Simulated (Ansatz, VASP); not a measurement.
**Al2Cu: VASP beside Ansatz**

The input INCAR:

```
ALGO = Fast
EDIFF = 1E-7
ENCUT = 520
GGA = PE
ISIF = 2
ISMEAR = 0
LASPH = T
LCHARG = F
LREAL = F
LWAVE = F
NBANDS = 16
NELM = 80
PREC = Accurate
SIGMA = 0.15
```

File KPOINTS:

```
k-points
0
Gamma
  14 14 14
```

The input POSCAR:

```
Al2Cu
1.0
   -2.0446004822      2.0446004822      3.0264298293
    2.0446004822     -2.0446004822      3.0264298293
    2.0446004822      2.0446004822     -3.0264298293
Al Cu
2 1
Direct
    0.7448122042      0.2448122042      0.5000000000
    0.2551877958      0.7551877958      0.5000000000
    0.5000000000      0.5000000000      0.0000000000
```

Input for Ansatz:

```yaml
crystal:
  lattice:
    - [-2.0446004822, 2.0446004822, 3.0264298293]
    - [2.0446004822, -2.0446004822, 3.0264298293]
    - [2.0446004822, 2.0446004822, -3.0264298293]
  atoms:
    - { symbol: Al, position: [0.7448122042, 0.2448122042, 0.5] }
    - { symbol: Al, position: [0.2551877958, 0.7551877958, 0.5] }
    - { symbol: Cu, position: [0.5, 0.5, 0.0] }
basis:
  ecutwfc: 520.0
kpoints:
  mp_grid: { grid: [14, 14, 14] }
hamiltonian:
  xc: pbe
  pseudopotentials: { kind: paw, azcp: { folder: soft_1 } }
scf:
  occupations: { method: gaussian, width: 0.15 }
output:
  forces: true
  stress: true
  eigenvalues: true
```

Change from the starting cell: mode 9 frozen in at -0.030 Å, normal strain along z +0.0467.

Alike in both runs: task single point; functional PBE; k mesh 14 × 14 × 14; occupations gaussian, width 0.15 eV; no spin polarisation.

|  | VASP | Ansatz |
| --- | --- | --- |
| version | VASP 6.6.1 | Ansatz 0.2.0 |
| potentials or method | VASP PAW PBE potentials, release 64 (Al, Cu), cutoff 520 eV | scalar-relativistic, plane waves, PAW |
| valence electrons in the cell | 17 | 25 |

VASP gave:

```
gap on the k mesh at the Fermi level (eV)                     : none
pressure (GPa)                                                : -3.8
traceless stress, the component that is largest in VASP (GPa) : -2.14
rms of the force components (eV/Å)                            : 0.069
```

Task: Estimate Ansatz's values.

Result: gap on the k mesh at the Fermi level (eV): none; pressure (GPa): -3.8; traceless stress, the component that is largest in VASP (GPa): -2.17; rms of the force components (eV/Å): 0.069.

Atom by atom the forces differ by 0.000 eV/Å (rms over components). A gap of «none» marks a metal or a gap that the smearing closes. VASP's potentials hold 17 valence electrons a cell and Ansatz's 25, so a difference there can come from the potentials and not from the codes.
